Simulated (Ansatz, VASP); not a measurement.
# Two plane-wave programs on Al

INCAR

```
ALGO = Normal
EDIFF = 1E-6
ENCUT = 520
GGA = PS
ISIF = 2
ISMEAR = 0
LASPH = T
LCHARG = F
LREAL = F
LWAVE = F
NBANDS = 8
NELM = 60
PREC = Accurate
SIGMA = 0.15
```

The input KPOINTS:

```
k-points
0
Gamma
  20 20 20
```

File POSCAR:

```
Al
1.0
   -1.5912186900      1.5912186900      1.5514382228
    1.5912186900     -1.5912186900      1.5514382228
    1.5912186900      1.5912186900     -1.5514382228
Al
1
Direct
    0.0000000000      0.0000000000      0.0000000000
```

Input for Ansatz:

```yaml
crystal:
  lattice:
    - [-1.59121869, 1.59121869, 1.5514382228]
    - [1.59121869, -1.59121869, 1.5514382228]
    - [1.59121869, 1.59121869, -1.5514382228]
  atoms:
    - { symbol: Al, position: [0.0, 0.0, 0.0] }
basis:
  ecutwfc: 420
kpoints:
  mp_grid: { grid: [20, 20, 20] }
hamiltonian:
  xc: pbesol
scf:
  occupations: { method: gaussian, width: 0.15 }
output:
  forces: true
  stress: true
  eigenvalues: true
  write_density: true
  write_potential: true
  elf: true
  volumetric_format: npy
```

Change from the starting cell: strain +0.000 along x and y, -0.025 along z, atoms carried along.

Alike in both runs: task single point; functional PBEsol; k mesh 20 × 20 × 20; occupations gaussian, width 0.15 eV; no spin polarisation.

```csv
,VASP,Ansatz
version,VASP 6.6.1,Ansatz 0.2.0
potentials or method,"VASP PAW PBE potentials, release 64 (Al), cutoff 520 eV","scalar-relativistic, plane waves, PAW"
valence electrons in the cell,3,3
```

```csv
,VASP,Ansatz,Ansatz less VASP
gap on the k mesh at the Fermi level (eV),none,none,-
pressure (GPa),4.4,4.4,-0.08
"traceless stress, the component that is largest in VASP (GPa)",-0.84,-0.84,+0.005
```

VASP's potentials were made for PBE, not for PBEsol. A gap of «none» marks a metal or a gap that the smearing closes. With one functional, cell and mesh, what is left measures potentials, basis and numerics.
